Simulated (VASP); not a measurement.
A run of VASP 6.6.1 is set up as follows.

File INCAR:

```
SYSTEM = In
ALGO = Normal ; EDIFF = 1E-6
ENCUT = 500 ; GGA = PE
GGA_COMPAT = .False. ; ISIF = 2
ISMEAR = -1 ; LASPH = .True.
LCHARG = .False. ; LREAL = .False.
LWAVE = .False. ; NBANDS = 12
NELM = 120 ; PREC = Accurate
SIGMA = 0.02
```

The input KPOINTS:

```
k-points
0
Gamma
  10 10 10
  0 0 0
```

Contents of POSCAR:

```
In
1.0
   -1.6641605451      1.6641605451      2.3706050300
    1.6641605451     -1.6641605451      2.3706050300
    1.6641605451      1.6641605451     -2.3706050300
In
1
Direct
    0.0000000000      0.0000000000      0.0000000000
```

Potentials or basis: VASP PAW PBE potentials, release 64 (In_d).

Run with:

```sh
$ cat potpaw_PBE.64/In_d/POTCAR > POTCAR
$ mpirun -np 1 vasp_std > vasp.out
```

Problem. What does it give for the pressure?

Solution. 1.7 GPa.

Problem. Predict the band gap on the k mesh.

Solution. Zero (an odd number of electrons rules out a gap without spin polarisation).

Caveat: spin-orbit coupling is left out, which moves the levels of the heavy elements.
